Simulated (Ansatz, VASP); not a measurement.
## One calculation of MgS, two programs

```
Mg S
1.0
     3.87200    0.00000    0.00000
    -1.93600    3.35325    0.00000
     0.00000    0.00000   12.64583
Mg S
4 4
Direct
  0.00000 0.00000 0.09375
  0.00000 0.00000 0.59375
  0.33333 0.66667 0.34375
  0.66667 0.33333 0.84375
  0.00000 0.00000 0.40625
  0.00000 0.00000 0.90625
  0.33333 0.66667 0.15625
  0.66667 0.33333 0.65625
```

Alike in both runs: task relaxation of cell and atoms; functional PBE; k mesh 6 × 6 × 2; occupations gaussian, width 0.1 eV; no spin polarisation.

|  | VASP | Ansatz |
| --- | --- | --- |
| version | VASP 6.6.1 | Ansatz 0.2.0 |
| potentials or method | VASP PAW PBE potentials, release 64 (Mg, S), cutoff 600 eV | scalar-relativistic, plane waves, PAW |
| valence electrons in the cell | 32 | 64 |

```tsv
	VASP	Ansatz	Ansatz less VASP
gap on the k mesh at the Fermi level, each at its own relaxed structure (eV)	3.41	3.38	-0.037
relaxed volume (Å³/atom)	23.01	23.12	+0.111
relaxed cell length with the largest relative difference (Å)	4.028	4.041	+0.0124
```

VASP's potentials hold 32 valence electrons a cell and Ansatz's 64, so a difference there can come from the potentials and not from the codes.
